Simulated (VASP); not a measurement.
**SiO2: single point with PBE**

The system is SiO2.

```
Si O
1.0
     4.23588    0.00000    0.00000
     0.00000    4.23588    0.00000
     0.00000    0.00000    2.68977
Si O
2 4
Direct
  0.50000 0.50000 0.50000
  0.00000 0.00000 0.00000
  0.67438 0.71164 0.00000
  0.17438 0.78836 0.50000
  0.32562 0.28836 0.00000
  0.82562 0.21164 0.50000
```

This cell differs from its parent crystal: atoms displaced along a vibrational mode.

- Program: VASP 6.6.1
- Task: single point
- Functional: PBE
- Potentials or basis: VASP PAW PBE potentials, release 64 (Si, O)
- Cutoff: 520 eV
- k mesh: 6 × 6 × 8
- Occupations: gaussian, width 0.05 eV
- Spin: no spin polarisation

| Property | Result |
| --- | --- |
| Pressure | -0.7 GPa |
| Largest force | 0.361 eV/Å |
| Band gap on the k mesh | 5.08 eV |

Forces in eV/Å, atoms in the order of the input:
```
Si   0.000  0.000  0.000
Si   0.000  0.000  0.000
O    0.217 -0.288  0.000
O    0.217  0.288  0.000
O   -0.217  0.288  0.000
O   -0.217 -0.288  0.000
```

Stress tensor (GPa, compression positive):
```
 3.80  0.00  0.00
 0.00 -5.77  0.00
 0.00  0.00 -0.19
```

Levels at points of the mesh, in eV from the valence-band top:
```csv
k point,band 14,band 15,band 16,band 17,band 18,band 19
"(0.00, 0.00, 0.00)",-0.81,-0.59,0.00,5.08,6.71,8.37
"(0.50, 0.00, 0.00)",-2.50,-1.12,-1.12,7.49,7.49,9.08
"(0.00, 0.50, 0.00)",-2.43,-0.68,-0.68,7.15,7.15,8.81
"(0.50, 0.50, 0.00)",-2.48,-2.01,-2.01,7.11,7.11,9.81
"(0.00, 0.00, 0.50)",-2.78,-2.35,-2.35,8.61,8.61,12.20
"(0.50, 0.00, 0.50)",-1.89,-1.70,-1.70,8.21,8.21,9.44
"(0.00, 0.50, 0.50)",-2.30,-1.41,-1.41,8.69,8.69,9.50
"(0.50, 0.50, 0.50)",-1.63,-1.30,-1.30,6.85,6.85,10.75
```

Wall time 75 s on 1 thread of Intel Xeon 8259CL, with other jobs on the host, peak memory 0.2 GiB.

Caveat: the cell differs from its parent crystal (atoms displaced along a vibrational mode). A k mesh can miss the band edges.
